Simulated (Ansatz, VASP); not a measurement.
**IrS: VASP beside Ansatz**

```
Ir S
1.0
     0.00000    2.63649    2.63649
     2.63649    0.00000    2.63649
     2.63649    2.63649    0.00000
Ir S
1 1
Direct
  0.00000 0.00000 0.00000
  0.25000 0.25000 0.25000
```

Alike in both runs: task single point; functional LDA; k mesh 10 × 10 × 10; occupations gaussian, width 0.05 eV; no spin polarisation.

|  | VASP | Ansatz |
| --- | --- | --- |
| version | VASP 6.6.1 | Ansatz 0.2.0 |
| potentials or method | VASP PAW LDA potentials, release 64 (Ir, S), cutoff 520 eV | scalar-relativistic, plane waves, PAW |
| valence electrons in the cell | 15 | 23 |

VASP gave:

* gap on the k mesh at the Fermi level (eV): none
* pressure (GPa): -7.4

**Question.** Which values does Ansatz return?

**Answer.** gap on the k mesh at the Fermi level (eV): none; pressure (GPa): -8.4.

LDA's correlation is that of Perdew and Zunger in VASP and of Perdew and Wang (1992) in Ansatz. A gap of «none» marks a metal or a gap that the smearing closes. VASP's potentials hold 15 valence electrons a cell and Ansatz's 23, so a difference there can come from the potentials and not from the codes.

Neither program's run includes spin-orbit coupling.
